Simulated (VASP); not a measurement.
# MoS2 (P6_3/mmc) in VASP: notebook, part 2 of 3

VASP 6.6.1. Earlier steps stand in the parts before.

### 4 Single point, PBE+D3(BJ) (strain -0.030 along x and y, +0.000 along z)

File INCAR:

```
PREC = Accurate
ENCUT = 520
EDIFF = 1E-6
ISMEAR = 0
SIGMA = 0.05
LREAL = F
LASPH = T
NELM = 100
ALGO = Normal
ISIF = 2
LWAVE = F
LCHARG = T
GGA = PE
IVDW = 12
LELF = T
LVHAR = T
NBANDS = 35
```

File KPOINTS:

```
regular mesh
0
Gamma
  12 12 4
```

File POSCAR:

```
MoS2
1.0
    3.0548705918      0.0000000000      0.0000000000
   -1.5274352959      2.6455955378      0.0000000000
    0.0000000000      0.0000000000     12.0907538840
Mo S
2 4
Direct
    0.3333333333      0.6666666667      0.2500000000
    0.6666666667      0.3333333333      0.7500000000
    0.3333333333      0.6666666667      0.6204905688
    0.6666666667      0.3333333333      0.1204905688
    0.3333333333      0.6666666667      0.8795094312
    0.6666666667      0.3333333333      0.3795094312
```

Potentials or basis: VASP PAW PBE potentials, release 64 (Mo_sv, S).

Started as:

```sh
$ cat potpaw_PBE.64/Mo_sv/POTCAR potpaw_PBE.64/S/POTCAR > POTCAR
$ mpirun -np 1 vasp_std > vasp.out
```

OUTCAR:

```text
PREC = Accurate
   ENCUT = 520
   EDIFF = 1E-6
   ISMEAR = 0
   LREAL = F
   LASPH = T
   NELM = 100
   ISIF = 2
   GGA = PE
   IVDW = 12
 IVDW          = 12

 ion  position               nearest neighbor table
   1  0.333  0.667  0.250-   4 2.36   6 2.36   4 2.36   6 2.36   4 2.36   6 2.36
   2  0.667  0.333  0.750-   3 2.36   5 2.36   3 2.36   5 2.36   3 2.36   5 2.36
   3  0.333  0.667  0.620-   2 2.36   2 2.36   2 2.36
   4  0.667  0.333  0.120-   1 2.36   1 2.36   1 2.36
   5  0.333  0.667  0.880-   2 2.36   2 2.36   2 2.36
   6  0.667  0.333  0.380-   1 2.36   1 2.36   1 2.36

  LATTYP: Found a hexagonal cell.
 ALAT       =     3.0548705918
 C/A-ratio  =     3.9578612320

  Lattice vectors:

 A1 = (   3.0548705918,   0.0000000000,   0.0000000000)
 A2 = (  -1.5274352959,   2.6455955378,   0.0000000000)
 A3 = (   0.0000000000,   0.0000000000,  12.0907538840)

Analysis of symmetry for initial positions (statically):
=====================================================================
 Subroutine PRICEL returns:
 Original cell was already a primitive cell.

 Routine SETGRP: Setting up the symmetry group for a
 hexagonal supercell.

 Subroutine GETGRP returns: Found 24 space group operations
 (whereof 12 operations were pure point group operations)
 out of a pool of 24 trial point group operations.

The static configuration has the point symmetry D_3d.
 The point group associated with its full space group is D_6h.

Analysis of symmetry for dynamics (positions and initial velocities):
=====================================================================
 Subroutine PRICEL returns:
 Original cell was already a primitive cell.

 Routine SETGRP: Setting up the symmetry group for a
 hexagonal supercell.

 Subroutine GETGRP returns: Found 24 space group operations
 (whereof 12 operations were pure point group operations)
 out of a pool of 24 trial point group operations.

The dynamic configuration has the point symmetry D_3d.
 The point group associated with its full space group is D_6h.

 Subroutine INISYM returns: Found 24 space group operations
 (whereof 12 operations are pure point group operations),
 and found     1 'primitive' translations

----------------------------------------------------------------------------------------

                                     Primitive cell

  volume of cell :      97.7169

  direct lattice vectors                    reciprocal lattice vectors
     3.054870592  0.000000000  0.000000000     0.327346108  0.188993364  0.000000000
    -1.527435296  2.645595538  0.000000000     0.000000000  0.377986728  0.000000000
     0.000000000  0.000000000 12.090753884     0.000000000  0.000000000  0.082707829

  length of vectors
     3.054870592  3.054870592 12.090753884     0.377986728  0.377986728  0.082707829

  position of ions in fractional coordinates (direct lattice)
     0.333333333  0.666666667  0.250000000
     0.666666667  0.333333333  0.750000000
     0.333333333  0.666666667  0.620490569
     0.666666667  0.333333333  0.120490569
     0.333333333  0.666666667  0.879509431
     0.666666667  0.333333333  0.379509431

  ion indices of the primitive-cell ions
   primitive index   ion index
                 1           1
                 2           2
                 3           3
                 4           4
                 5           5
                 6           6

[... 24 lines left out ...]
 Found     57 irreducible k-points:

 Following reciprocal coordinates:
            Coordinates               Weight
  0.000000  0.000000  0.000000      1.000000
  0.083333  0.000000  0.000000      6.000000
  0.166667 -0.000000  0.000000      6.000000
  0.250000  0.000000  0.000000      6.000000
  0.333333  0.000000  0.000000      6.000000
  0.416667  0.000000  0.000000      6.000000
[... 16 lines left out ...]
  0.250000  0.000000  0.250000     12.000000
  0.333333  0.000000  0.250000     12.000000
 [... further k-points ...]
   k-points           NKPTS =     57   k-points in BZ     NKDIM =     57   number of bands    NBANDS=     35
   number of dos      NEDOS =    301   number of ions     NIONS =      6
   total plane-waves  NPLWV =  51840
   dimension x,y,z NGX =    24 NGY =   24 NGZ =   90
   dimension x,y,z NGXF=    48 NGYF=   48 NGZF=  180
   ions per type =               2   4
   NGX,Y,Z   is equivalent  to a cutoff of  13.06, 13.06, 12.37 a.u.
   NGXF,Y,Z  is equivalent  to a cutoff of  26.12, 26.12, 24.75 a.u.
 SYSTEM =  unknown system
   PREC   = accura    normal or accurate (medium, high low for compatibility)
   ISTART =      0    job   : 0-new  1-cont  2-samecut
   ICHARG =      2    charge: 1-file 2-atom 10-const
   ISPIN  =      1    spin polarized calculation?
   LNONCOLLINEAR =      F non collinear calculations
   LSORBIT =      F    spin-orbit coupling
   LASPH  =      T    aspherical Exc in radial PAW
   ENCUT  =  520.0 eV  38.22 Ry    6.18 a.u.   5.68  5.68 22.48*2*pi/ulx,y,z
   NELM   =    100;   NELMIN=  2; NELMDL= -5     # of ELM steps
   EDIFF  = 0.1E-05   stopping-criterion for ELM
   LREAL  =      F    real-space projection
[... 7 lines left out ...]
   TEBEG  =    0.0;   TEEND  =   0.0 temperature during run
   PSTRESS=    0.0 pullay stress
   NELECT =      52.0000    total number of electrons
   NUPDOWN=      -1.0000    fix difference up-down
   EMIN   =  10.00;   EMAX   =-10.00  energy-range for DOS
   EFERMI =   0.00;   METHOD = LEGACY
   ISMEAR =     0;   SIGMA  =   0.05  broadening in eV -4-tet -1-fermi 0-gaus
   EFERMI_NEDOS =   21; number of points for ismear=-14 and -15
   IALGO  =     38    algorithm
   IMIX   =      4    mixing-type and parameters
     AMIX     =   0.40;   BMIX     =  1.00
     AMIX_MAG =   1.60;   BMIX_MAG =  1.00
  volume/ion in A,a.u.               =      16.29       109.90
  Fermi-wavevector in a.u.,A,eV,Ry     =   1.326639  2.506984 23.945856  1.759971
  Thomas-Fermi vector in A             =   2.456011
   LORBIT       =      0    0 simple, 1 ext, 2 COOP (PROOUT), +10 PAW based schemes
   GGA     = PE    functional components
   LHFCALC =     F    Hartree Fock is set to
   AEXX    =    0.0000 exact exchange contribution
   IVDW    =    12    specifies the selected vdW correction
   LEPSILON=     F    determine dielectric tensor
   LRPA    =     F    only Hartree local field effects (RPA)
 non-spin polarized calculation
 Gauss-broadening in eV      SIGMA  =   0.05
  energy-cutoff  :      520.00
  volume of cell :       97.72
 maximum number of plane-waves:      2653
 NGX is ok and might be reduce to    24
   NGX = 11   NGY = 11   NGZ = 45

 number of electron      52.0000003 magnetization

 Free energy of the ion-electron system (eV)
  ---------------------------------------------------
  ext. energy  EPLUGINS =         0.00000000
  ---------------------------------------------------
  free energy    TOTEN  =       -43.15879086 eV

  energy without entropy =      -43.15879086  energy(sigma->0) =      -43.15879086

 E-fermi :   9.0295     XC(G=0): -11.3179

 val. band max:        8.6058831251   @ k =   0.0000   0.0000   0.0000
 cond. band min:       9.4673157816   @ k =   0.1667   0.1667   0.0000
 fundamental gap:      0.8614326565
 Fermi energy:         9.0294709093

 k-point     1 :       0.0000    0.0000    0.0000
  band No.  band energies     occupation
      1     -52.7031      2.00000
      2     -52.7031      2.00000
      3     -26.9498      2.00000
      4     -26.9496      2.00000
      5     -26.5762      2.00000
      6     -26.5762      2.00000
[... 901 lines left out ...]
     34      12.6432      0.00000
     35      15.4532      0.00000

 [... further k-points ...]

------------------------ aborting loop because EDIFF is reached ----------------------------------------

 Edisp (eV)   -2.79420

 E8    (eV) :    -1.1266

  FORCE on cell =-STRESS in cart. coord.  units (eV):
  Direction    XX          YY          ZZ          XY          YZ          ZX
  --------------------------------------------------------------------------------------
  -------------------------------------------------------------------------------------
  Total       7.28809     7.28809     4.11963     0.00000     0.00000     0.00000
  in kB     119.49629   119.49629    67.54586     0.00000     0.00000     0.00000
  external pressure =      102.18 kB  Pullay stress =        0.00 kB

 VOLUME and BASIS-vectors are now :
 -----------------------------------------------------------------------------
  energy-cutoff  :      520.00
  volume of cell :       97.72
      direct lattice vectors                 reciprocal lattice vectors
     3.054870592  0.000000000  0.000000000     0.327346108  0.188993364  0.000000000
    -1.527435296  2.645595538  0.000000000     0.000000000  0.377986728  0.000000000
     0.000000000  0.000000000 12.090753884     0.000000000  0.000000000  0.082707829

 POSITION                                       TOTAL-FORCE (eV/Angst)
 -----------------------------------------------------------------------------------
     -0.00000      1.76373      3.02269         0.000000      0.000000     -0.000000
      1.52744      0.88187      9.06807        -0.000000     -0.000000     -0.000000
     -0.00000      1.76373      7.50220        -0.000000     -0.000000     -0.660842
      1.52744      0.88187      1.45682        -0.000000      0.000000     -0.660842
     -0.00000      1.76373     10.63393        -0.000000      0.000000      0.660842
      1.52744      0.88187      4.58856         0.000000      0.000000      0.660842
 -----------------------------------------------------------------------------------
    total drift:                               -0.000000      0.000000     -0.000000

  FREE ENERGIE OF THE ION-ELECTRON SYSTEM (eV)
  ---------------------------------------------------
  free  energy   TOTEN  =       -45.9529934771 eV

  energy  without entropy=      -45.9529934771  energy(sigma->0) =      -45.95299348
```

OSZICAR:

```text
N       E                     dE             d eps       ncg     rms          rms(c)
DAV:   1     0.456639654433E+03    0.45664E+03   -0.29615E+04  4334   0.143E+03
DAV:   2    -0.231541322936E+02   -0.47979E+03   -0.46322E+03  4791   0.380E+02
DAV:   3    -0.453131010652E+02   -0.22159E+02   -0.21718E+02  4802   0.750E+01
DAV:   4    -0.457386748779E+02   -0.42557E+00   -0.42465E+00  4689   0.105E+01
DAV:   5    -0.457465223949E+02   -0.78475E-02   -0.78464E-02  4740   0.141E+00    0.398E+01
DAV:   6    -0.437386298283E+02    0.20079E+01   -0.97081E+00  4352   0.204E+01    0.138E+01
DAV:   7    -0.435155038641E+02    0.22313E+00   -0.49690E+00  4260   0.132E+01    0.907E+00
DAV:   8    -0.431562769903E+02    0.35923E+00   -0.90888E-01  4267   0.646E+00    0.334E+00
DAV:   9    -0.431687070216E+02   -0.12430E-01   -0.10207E-01  4612   0.158E+00    0.160E+00
DAV:  10    -0.431588636631E+02    0.98434E-02   -0.41408E-02  4388   0.134E+00    0.346E-01
DAV:  11    -0.431588838860E+02   -0.20223E-04   -0.23280E-03  4397   0.295E-01    0.127E-01
DAV:  12    -0.431587846605E+02    0.99226E-04   -0.24019E-04  4456   0.717E-02    0.869E-02
DAV:  13    -0.431587927320E+02   -0.80715E-05   -0.18931E-04  4455   0.655E-02    0.244E-02
DAV:  14    -0.431587911695E+02    0.15625E-05   -0.11865E-05  3885   0.186E-02    0.272E-02
DAV:  15    -0.431587908609E+02    0.30856E-06   -0.30751E-06  3754   0.816E-03
   1 F= -.45952993E+02 E0= -.45952993E+02  d E =-.346041E-35
```

stdout:

```text
POSCAR found type information on POSCAR MoS
 POSCAR found :  2 types and       6 ions
 scaLAPACK will be used
 LDA part: xc-table for (Slater+PW92), standard interpolation
 POSCAR, INCAR and KPOINTS ok, starting setup
 FFT: planning ... GRIDC
 FFT: planning ... GRID_SOFT
 FFT: planning ... GRID
 WAVECAR not read
 entering main loop
```

It took 4.1 min on 1 thread of Intel Xeon 8259CL, shared host; peak memory 0.32 GiB.

What came out:

* Free energy: -45.9530 eV
* Pressure: 10.2 GPa
* Largest force: 0.661 eV/Å
* Band gap on the k mesh: 0.86 eV (least direct gap 2.02 eV)
* Dispersion energy per atom: -0.466 eV

Forces on the atoms (eV/Å):
```
Mo   0.000  0.000  0.000
Mo   0.000  0.000  0.000
S    0.000  0.000 -0.661
S    0.000  0.000 -0.661
S    0.000  0.000  0.661
S    0.000  0.000  0.661
```

Stress tensor (GPa, compression positive):
```
11.95  0.00  0.00
 0.00 11.95  0.00
 0.00  0.00  6.75
```

Levels at points of the mesh, in eV from the valence-band top:
| k point | band 22 | band 23 | band 24 | band 25 | band 26 | band 27 | band 28 | band 29 | band 30 | band 31 |
| --- | --- | --- | --- | --- | --- | --- | --- | --- | --- | --- |
| (0.00, 0.00, 0.00) | -1.92 | -1.92 | -1.49 | -1.21 | 0.00 | 2.49 | 2.49 | 2.53 | 2.53 | 2.63 |
| (0.50, 0.00, 0.00) | -2.65 | -1.48 | -1.40 | -1.31 | -1.22 | 2.11 | 2.16 | 2.36 | 2.78 | 3.11 |
| (0.00, 0.00, 0.50) | -1.95 | -1.95 | -1.95 | -0.32 | -0.32 | 2.49 | 2.49 | 2.49 | 2.49 | 2.76 |
| (0.50, 0.00, 0.50) | -2.83 | -1.35 | -1.35 | -1.35 | -1.35 | 2.13 | 2.13 | 2.58 | 2.58 | 3.51 |

Caveat: the cell differs from its parent crystal (strain -0.030 along x and y, +0.000 along z); the cell stands under pressure.

[end of part 2 of 3]
